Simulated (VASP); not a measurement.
# InSe (P6_3/mmc) in VASP: notebook

InSe is run at these levels: LDA; tasks: single point.

Program: VASP 6.6.1. These are calculated values, not measurements. Logs are shortened: lines on timing, memory, paths and dates and some standing lists are left out, and cuts for length are marked.

## Step 1: The cell of the first run

It takes space group P6_3/mmc (No. 194, hexagonal). Conventional cell: a = 4.050 Å, b = 4.050 Å, c = 16.930 Å, α = 90.00°, β = 90.00°, γ = 120.00°. Within 3.3 Å of In (site symmetry 3m) lie 3 Se at 2.52 Å and 1 In at 3.15 Å. Se (site symmetry 3m) has 3 In at 2.52 Å within 3.3 Å.

## Step 2: Single point, LDA

Input file INCAR:

```
ALGO = Normal
EDIFF = 1E-6
ENCUT = 520
ISIF = 2
ISMEAR = -1
LASPH = True
LCHARG = False
LREAL = False
LWAVE = False
NBANDS = 48
NELM = 60
PREC = Accurate
SIGMA = 0.05
```

Input file KPOINTS:

```
k-points
0
Gamma
  8 8 2
```

Input file POSCAR:

```
InSe
1.0
    4.0500000000      0.0000000000      0.0000000000
   -2.0250000000      3.5074028853      0.0000000000
    0.0000000000      0.0000000000     16.9300000000
In Se
4 4
Direct
    0.6666666667      0.3333333333      0.8430000000
    0.3333333333      0.6666666667      0.3430000000
    0.6666666667      0.3333333333      0.6570000000
    0.3333333333      0.6666666667      0.1570000000
    0.6666666667      0.3333333333      0.3980000000
    0.3333333333      0.6666666667      0.8980000000
    0.6666666667      0.3333333333      0.1020000000
    0.3333333333      0.6666666667      0.6020000000
```

Potentials or basis: VASP PAW LDA potentials, release 64 (In_d, Se).

Run with:

```
$ cat potpaw_LDA.64/In_d/POTCAR potpaw_LDA.64/Se/POTCAR > POTCAR
$ mpirun -np 1 vasp_std > vasp.out
```

OUTCAR:

```text
EDIFF = 1E-6
   ENCUT = 520
   ISIF = 2
   ISMEAR = -1
   LASPH = True
   LREAL = False
   NELM = 60
   PREC = Accurate

 ion  position               nearest neighbor table
   1  0.667  0.333  0.843-   6 2.52   6 2.52   6 2.52   3 3.15
   2  0.333  0.667  0.343-   5 2.52   5 2.52   5 2.52   4 3.15
   3  0.667  0.333  0.657-   8 2.52   8 2.52   8 2.52   1 3.15
   4  0.333  0.667  0.157-   7 2.52   7 2.52   7 2.52   2 3.15
   5  0.667  0.333  0.398-   2 2.52   2 2.52   2 2.52
   6  0.333  0.667  0.898-   1 2.52   1 2.52   1 2.52
   7  0.667  0.333  0.102-   4 2.52   4 2.52   4 2.52
   8  0.333  0.667  0.602-   3 2.52   3 2.52   3 2.52

  LATTYP: Found a hexagonal cell.
 ALAT       =     4.0500000000
 C/A-ratio  =     4.1802469136

  Lattice vectors:

 A1 = (   4.0500000000,   0.0000000000,   0.0000000000)
 A2 = (  -2.0250000000,   3.5074028853,   0.0000000000)
 A3 = (   0.0000000000,   0.0000000000,  16.9300000000)

Analysis of symmetry for initial positions (statically):
=====================================================================
 Subroutine PRICEL returns:
 Original cell was already a primitive cell.

 Routine SETGRP: Setting up the symmetry group for a
 hexagonal supercell.

 Subroutine GETGRP returns: Found 24 space group operations
 (whereof 12 operations were pure point group operations)
 out of a pool of 24 trial point group operations.

The static configuration has the point symmetry D_3d.
 The point group associated with its full space group is D_6h.

Analysis of symmetry for dynamics (positions and initial velocities):
=====================================================================
 Subroutine PRICEL returns:
 Original cell was already a primitive cell.

 Routine SETGRP: Setting up the symmetry group for a
 hexagonal supercell.

 Subroutine GETGRP returns: Found 24 space group operations
 (whereof 12 operations were pure point group operations)
 out of a pool of 24 trial point group operations.

The dynamic configuration has the point symmetry D_3d.
 The point group associated with its full space group is D_6h.

 Subroutine INISYM returns: Found 24 space group operations
 (whereof 12 operations are pure point group operations),
 and found     1 'primitive' translations

----------------------------------------------------------------------------------------

                                     Primitive cell

  volume of cell :     240.4903

  direct lattice vectors                    reciprocal lattice vectors
     4.050000000  0.000000000  0.000000000     0.246913580  0.142555622  0.000000000
    -2.025000000  3.507402885  0.000000000     0.000000000  0.285111244  0.000000000
     0.000000000  0.000000000 16.930000000     0.000000000  0.000000000  0.059066745

  length of vectors
     4.050000000  4.050000000 16.930000000     0.285111244  0.285111244  0.059066745

  position of ions in fractional coordinates (direct lattice)
     0.666666667  0.333333333  0.843000000
     0.333333333  0.666666667  0.343000000
     0.666666667  0.333333333  0.657000000
     0.333333333  0.666666667  0.157000000
     0.666666667  0.333333333  0.398000000
     0.333333333  0.666666667  0.898000000
     0.666666667  0.333333333  0.102000000
     0.333333333  0.666666667  0.602000000

  ion indices of the primitive-cell ions
   primitive index   ion index
                 1           1
                 2           2
                 3           3
                 4           4
                 5           5
                 6           6
                 7           7
                 8           8

----------------------------------------------------------------------------------------

 KPOINTS: k-points

Automatic generation of k-mesh.
 Grid dimensions read from file:
 generate k-points for:    8    8    2

 Generating k-lattice:

  Cartesian coordinates                     Fractional coordinates (reciprocal lattice)
     0.030864198  0.017819453  0.000000000     0.125000000 -0.000000000  0.000000000
     0.000000000  0.035638906  0.000000000     0.000000000  0.125000000  0.000000000
     0.000000000  0.000000000  0.029533373     0.000000000  0.000000000  0.500000000

  Length of vectors
     0.035638906  0.035638906  0.029533373

  Shift w.r.t. Gamma in fractional coordinates (k-lattice)
     0.000000000  0.000000000  0.000000000

 Subroutine IBZKPT returns following result:
 ===========================================

 Found     20 irreducible k-points:

 Following reciprocal coordinates:
            Coordinates               Weight
  0.000000  0.000000  0.000000      1.000000
  0.125000  0.000000  0.000000      6.000000
  0.250000  0.000000  0.000000      6.000000
  0.375000  0.000000  0.000000      6.000000
  0.500000  0.000000  0.000000      3.000000
  0.125000  0.125000  0.000000      6.000000
[... 12 lines left out ...]
  0.250000  0.250000  0.500000      6.000000
  0.375000  0.250000  0.500000      6.000000
   k-points           NKPTS =     20   k-points in BZ     NKDIM =     20   number of bands    NBANDS=     48
   number of dos      NEDOS =    301   number of ions     NIONS =      8
   total plane-waves  NPLWV = 113400
   dimension x,y,z NGX =    30 NGY =   30 NGZ =  126
   dimension x,y,z NGXF=    60 NGYF=   60 NGZF=  252
   ions per type =               4   4
   NGX,Y,Z   is equivalent  to a cutoff of  12.31, 12.31, 12.37 a.u.
   NGXF,Y,Z  is equivalent  to a cutoff of  24.63, 24.63, 24.75 a.u.
 SYSTEM =  unknown system
   PREC   = accura    normal or accurate (medium, high low for compatibility)
   ISTART =      0    job   : 0-new  1-cont  2-samecut
   ICHARG =      2    charge: 1-file 2-atom 10-const
   ISPIN  =      1    spin polarized calculation?
   LNONCOLLINEAR =      F non collinear calculations
   LSORBIT =      F    spin-orbit coupling
   LASPH  =      T    aspherical Exc in radial PAW
   ENCUT  =  520.0 eV  38.22 Ry    6.18 a.u.   7.53  7.53 31.48*2*pi/ulx,y,z
   NELM   =     60;   NELMIN=  2; NELMDL= -5     # of ELM steps
   EDIFF  = 0.1E-05   stopping-criterion for ELM
   LREAL  =      F    real-space projection
   EDIFFG = 0.1E-04   stopping-criterion for IOM
   NSW    =      0    number of steps for IOM
   IBRION =     -1    ionic relax: 0-MD 1-quasi-New 2-CG
   NFREE  =      0    steps in history (QN), initial steepest desc. (CG)
   ISIF   =      2    stress and relaxation
   ISYM   =      2    0-nonsym 1-usesym 2-fastsym
   POTIM  = 0.5000    time-step for ionic-motion
   TEBEG  =    0.0;   TEEND  =   0.0 temperature during run
   PSTRESS=    0.0 pullay stress
   NELECT =      76.0000    total number of electrons
   NUPDOWN=      -1.0000    fix difference up-down
   EMIN   =  10.00;   EMAX   =-10.00  energy-range for DOS
   EFERMI =   0.00;   METHOD = LEGACY
   ISMEAR =    -1;   SIGMA  =   0.05  broadening in eV -4-tet -1-fermi 0-gaus
   EFERMI_NEDOS =   21; number of points for ismear=-14 and -15
   IALGO  =     38    algorithm
   IMIX   =      4    mixing-type and parameters
     AMIX     =   0.40;   BMIX     =  1.00
     AMIX_MAG =   1.60;   BMIX_MAG =  1.00
  volume/ion in A,a.u.               =      30.06       202.86
  Fermi-wavevector in a.u.,A,eV,Ry     =   1.115099  2.107232 16.918111  1.243446
  Thomas-Fermi vector in A             =   2.251701
   LORBIT       =      0    0 simple, 1 ext, 2 COOP (PROOUT), +10 PAW based schemes
   GGA     = CA    functional components
   LHFCALC =     F    Hartree Fock is set to
   AEXX    =    0.0000 exact exchange contribution
   IVDW    =     0    specifies the selected vdW correction
   LEPSILON=     F    determine dielectric tensor
   LRPA    =     F    only Hartree local field effects (RPA)
 non-spin polarized calculation
  energy-cutoff  :      520.00
  volume of cell :      240.49
 maximum number of plane-waves:      6518
   NGX = 15   NGY = 15   NGZ = 63

 number of electron      75.9999998 magnetization

 Free energy of the ion-electron system (eV)
  ---------------------------------------------------
  ext. energy  EPLUGINS =         0.00000000
  ---------------------------------------------------
  free energy    TOTEN  =       -31.72011459 eV

  energy without entropy =      -31.71669632  energy(sigma->0) =      -31.71840546

 E-fermi :   4.1826     XC(G=0):  -9.0434

 val. band max:        4.1161924394   @ k =   0.1250   0.0000   0.0000
 cond. band min:       4.2697076466   @ k =   0.0000   0.0000   0.5000
 fundamental gap:      0.1535152072
 Fermi energy:         4.1825685186

 k-point     1 :       0.0000    0.0000    0.0000
  band No.  band energies     occupation
      1     -11.1493      2.00000
      2     -11.1362      2.00000
      3     -11.0540      2.00000
      4     -11.0340      2.00000
      5     -10.9348      2.00000
      6     -10.9348      2.00000
[... 40 lines left out ...]
     47       8.4381      0.00000
     48       8.4400      0.00000

 k-point     2 :       0.1250    0.0000    0.0000
  band No.  band energies     occupation
      1     -11.2267      2.00000
      2     -11.2128      2.00000
      3     -11.1769      2.00000
      4     -11.1602      2.00000
      5     -10.9222      2.00000
      6     -10.9218      2.00000
[... 40 lines left out ...]
     47       8.2492      0.00000
     48       8.2952      0.00000

 k-point     3 :       0.2500    0.0000    0.0000
  band No.  band energies     occupation
      1     -11.3488      2.00000
      2     -11.3363      2.00000
      3     -11.3198      2.00000
      4     -11.3060      2.00000
      5     -10.8932      2.00000
      6     -10.8927      2.00000
[... 40 lines left out ...]
     47       8.8664      0.00000
     48       8.8952      0.00000

 k-point     4 :       0.3750    0.0000    0.0000
  band No.  band energies     occupation
      1     -11.4371      2.00000
      2     -11.4287      2.00000
      3     -11.4137      2.00000
      4     -11.4046      2.00000
      5     -10.8679      2.00000
      6     -10.8673      2.00000
[... 754 lines left out ...]
     47       8.7015      0.00000
     48       8.7015      0.00000

 k-point    19 :       0.2500    0.2500    0.5000
  band No.  band energies     occupation
      1     -11.4535      2.00000
      2     -11.4535      2.00000
      3     -11.4323      2.00000
      4     -11.4323      2.00000
      5     -10.8719      2.00000
      6     -10.8719      2.00000
[... 40 lines left out ...]
     47       8.7498      0.00000
     48       8.7498      0.00000

 k-point    20 :       0.3750    0.2500    0.5000
  band No.  band energies     occupation
      1     -11.4709      2.00000
      2     -11.4709      2.00000
      3     -11.4518      2.00000
      4     -11.4518      2.00000
      5     -10.8682      2.00000
      6     -10.8682      2.00000
[... 40 lines left out ...]
     47       8.6804      0.00000
     48       8.6804      0.00000

------------------------ aborting loop because EDIFF is reached ----------------------------------------

  FORCE on cell =-STRESS in cart. coord.  units (eV):
  Direction    XX          YY          ZZ          XY          YZ          ZX
  --------------------------------------------------------------------------------------
  -------------------------------------------------------------------------------------
  Total        8.7511684      8.7511684     -1.8598586      0.0000000      0.0000000      0.0000000
  in kB       58.3014003     58.3014003    -12.3906152      0.0000000      0.0000000      0.0000000
  external PRESSURE =      34.7373952 kB  Pullay stress =       0.0000000 kB

 VOLUME and BASIS-vectors are now :
 -----------------------------------------------------------------------------
  energy-cutoff  :      520.00
  volume of cell :      240.49
      direct lattice vectors                 reciprocal lattice vectors
     4.050000000  0.000000000  0.000000000     0.246913580  0.142555622  0.000000000
    -2.025000000  3.507402885  0.000000000     0.000000000  0.285111244  0.000000000
     0.000000000  0.000000000 16.930000000     0.000000000  0.000000000  0.059066745

 POSITION                                       TOTAL-FORCE (eV/Angst)
 -----------------------------------------------------------------------------------
      2.02500      1.16913     14.27199         0.000000      0.000000     -2.627222
     -0.00000      2.33827      5.80699        -0.000000     -0.000000     -2.627222
      2.02500      1.16913     11.12301         0.000000      0.000000      2.627222
     -0.00000      2.33827      2.65801        -0.000000     -0.000000      2.627222
      2.02500      1.16913      6.73814        -0.000000     -0.000000      1.662957
     -0.00000      2.33827     15.20314         0.000000      0.000000      1.662957
      2.02500      1.16913      1.72686        -0.000000     -0.000000     -1.662957
     -0.00000      2.33827     10.19186         0.000000      0.000000     -1.662957
 -----------------------------------------------------------------------------------
    total drift:                               -0.000000     -0.000000      0.000000

  FREE ENERGIE OF THE ION-ELECTRON SYSTEM (eV)
  ---------------------------------------------------
  free  energy   TOTEN  =       -31.7201145884 eV

  energy  without entropy=      -31.7166963218  energy(sigma->0) =      -31.71840546
```

It took 2.8 min on 1 thread of AMD EPYC 7R43 (Zen 3), shared host; peak memory 0.33 GiB.

Results:

```yaml
Free_energy: -31.7201 eV
Pressure: 3.5 GPa
Largest_force: 2.627 eV/Å
Band_gap_on_the_k_mesh: zero (band 38 reaches 4.12 eV, above the bottom of band 39 at 4.01 eV)
```

Forces on the atoms (eV/Å):
```
In   0.000  0.000 -2.627
In   0.000  0.000 -2.627
In   0.000  0.000  2.627
In   0.000  0.000  2.627
Se   0.000  0.000  1.663
Se   0.000  0.000  1.663
Se   0.000  0.000 -1.663
Se   0.000  0.000 -1.663
```

Stress tensor (GPa, compression positive):
```
 5.83  0.00  0.00
 0.00  5.83  0.00
 0.00  0.00 -1.24
```

Caveat: spin-orbit coupling is left out, which moves the levels of the heavy elements; forces of over 1 eV/Å act on the atoms, so gaps and moduli don't describe the material at rest.

(Part 1 of 2 ends here.)
